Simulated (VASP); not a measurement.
Write the native input for VASP 6.6.1 that does the following.

```
Task                   : single point
Functional             : PBE
Potentials or basis    : VASP PAW PBE potentials, release 64 (Zr_sv, Sn_d, O)
Cutoff                 : 520 eV
k mesh                 : 8 × 8 × 6
Occupations            : fermi-dirac, width 0.02 eV
Spin                   : no spin polarisation
Dipole correction      : no
Further INCAR settings : ALGO = Normal; EDIFF = 1e-06; NBANDS = 34
```

The structure of ZrSnO4 lies in POSCAR:

```
ZrSnO4
1.0
    3.5774936340      0.0000000000      0.0000000000
    0.0000000000      3.5774936340      0.0000000000
    0.0000000000      0.0000000000      5.3591671598
Zr Sn O
1 1 4
Direct
    0.5000000000      0.5000000000      0.5000000000
    0.0000000000      0.0000000000      0.0000000000
    0.5000000000      0.0000000000      0.6830119302
    0.0000000000      0.5000000000      0.8174782741
    0.0000000000      0.5000000000      0.3169880698
    0.5000000000      0.0000000000      0.1825217259
```

These files were run (other wordings do the same):

INCAR

```
PREC = Accurate
ENCUT = 520
EDIFF = 1E-6
ISMEAR = -1
SIGMA = 0.02
LREAL = False
LASPH = True
NELM = 100
ALGO = Normal
ISIF = 2
LWAVE = False
LCHARG = True
GGA = PE
LELF = True
LVHAR = True
NBANDS = 34
```

KPOINTS

```
regular mesh
0
Gamma
  8 8 6
```

Potentials or basis: VASP PAW PBE potentials, release 64 (Zr_sv, Sn_d, O).

The run is started by

```sh
$ cat potpaw_PBE.64/Zr_sv/POTCAR potpaw_PBE.64/Sn_d/POTCAR potpaw_PBE.64/O/POTCAR > POTCAR
$ mpirun -np 1 vasp_std > vasp.out
```

Results of the run:

| Item | Value |
| --- | --- |
| Pressure | 6.5 GPa |
| Largest force | 0.334 eV/Å |
| Band gap on the k mesh | 2.00 eV (least direct gap 2.12 eV) |

Caveat: the cell stands under pressure; spin-orbit coupling is left out, which moves the levels of the heavy elements.

Wall time 56 s on 1 thread of AMD EPYC 9R45 96-Core Processor (Zen 5), on a shared host, peak memory 0.24 GiB.
